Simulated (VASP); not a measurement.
Wanted: the native input for a VASP 6.6.1 run.

| Quantity | Value |
| --- | --- |
| Task | single point |
| Functional | PBE |
| Potentials or basis | VASP PAW PBE potentials, release 64 (Sn_d, O) |
| Cutoff | 520 eV |
| k mesh | 6 × 6 × 6 |
| Occupations | gaussian, width 0.05 eV |
| Spin | no spin polarisation |
| Dipole correction | no |
| Further INCAR settings | ALGO = Normal; EDIFF = 1e-07; NBANDS = 64 |

The structure of SnO2 lies in POSCAR:

```
SnO2
1.0
    4.5199361475      0.0000000000      0.0000000000
    0.0000000000      5.4948992171      0.0000000000
    0.0000000000      0.0000000000      5.0060005012
Sn O
4 8
Direct
    0.5000000000      0.6651654903      0.7500000000
    0.0000000000      0.8348345097      0.2500000000
    0.5000000000      0.3348345097      0.2500000000
    0.0000000000      0.1651654903      0.7500000000
    0.7301204269      0.6070551965      0.0781681516
    0.2301204269      0.8929448035      0.9218318484
    0.7698795731      0.8929448035      0.5781681516
    0.2698795731      0.6070551965      0.4218318484
    0.7301204269      0.3929448035      0.5781681516
    0.2301204269      0.1070551965      0.4218318484
    0.7698795731      0.1070551965      0.0781681516
    0.2698795731      0.3929448035      0.9218318484
```

One way to write it, as run:

INCAR

```
PREC = Accurate
ENCUT = 520
EDIFF = 1E-7
ISMEAR = 0
SIGMA = 0.05
LREAL = F
LASPH = T
NELM = 80
ALGO = Normal
ISIF = 2
LWAVE = F
LCHARG = F
GGA = PE
NBANDS = 64
```

KPOINTS

```
regular mesh
0
Gamma
  6 6 6
```

Potentials or basis: VASP PAW PBE potentials, release 64 (Sn_d, O).

Run with:

```sh
$ cat potpaw_PBE.64/Sn_d/POTCAR potpaw_PBE.64/O/POTCAR > POTCAR
$ mpirun -np 1 vasp_std > vasp.out
```

It gave:

| Quantity | Value |
| --- | --- |
| Pressure | 49.6 GPa |
| Largest force | 0.728 eV/Å |
| Band gap on the k mesh | 3.07 eV, direct |

Caveat: spin-orbit coupling is left out, which moves the levels of the heavy elements.

It took 7.1 min on 1 thread of Intel(R) Xeon(R) Platinum 8488C (Sapphire Rapids), with other jobs on the host, peak memory 0.47 GiB.
